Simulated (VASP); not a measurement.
Here is a VASP 6.6.1 calculation.

The input INCAR:

```
  ALGO = Normal
  EDIFF = 1E-6
  EDIFFG = -0.01
  ENCUT = 600
  GGA = PS
  IBRION = 2
  ISIF = 3
  ISMEAR = -1
  ISPIN = 2
  IVDW = 13
  LASPH = True
  LCHARG = False
  LMAXMIX = 4
  LORBIT = 11
  LREAL = False
  LWAVE = False
  MAGMOM = 1
  NELM = 150
  NSW = 60
  PREC = Accurate
  SIGMA = 0.05
```

The input KPOINTS:

```
k-points
0
Gamma
  13 13 13
```

Contents of POSCAR:

```
Ni
1.0
   -1.3837154700      1.3837154700      1.3837154700
    1.3837154700     -1.3837154700      1.3837154700
    1.3837154700      1.3837154700     -1.3837154700
Ni
1
Direct
    0.0000000000      0.0000000000      0.0000000000
```

Potentials or basis: VASP PAW PBE potentials, release 64 (Ni).

The run is started by

```sh
$ cat potpaw_PBE.64/Ni/POTCAR > POTCAR
$ mpirun -np 1 vasp_std > vasp.out
```

(1) What does it give for the site moments?

(2) What does it give for the space group after relaxing (to 0.05 Å)?

Answers

(1) Ni +0.56 μB.

(2) Im-3m (No. 229).
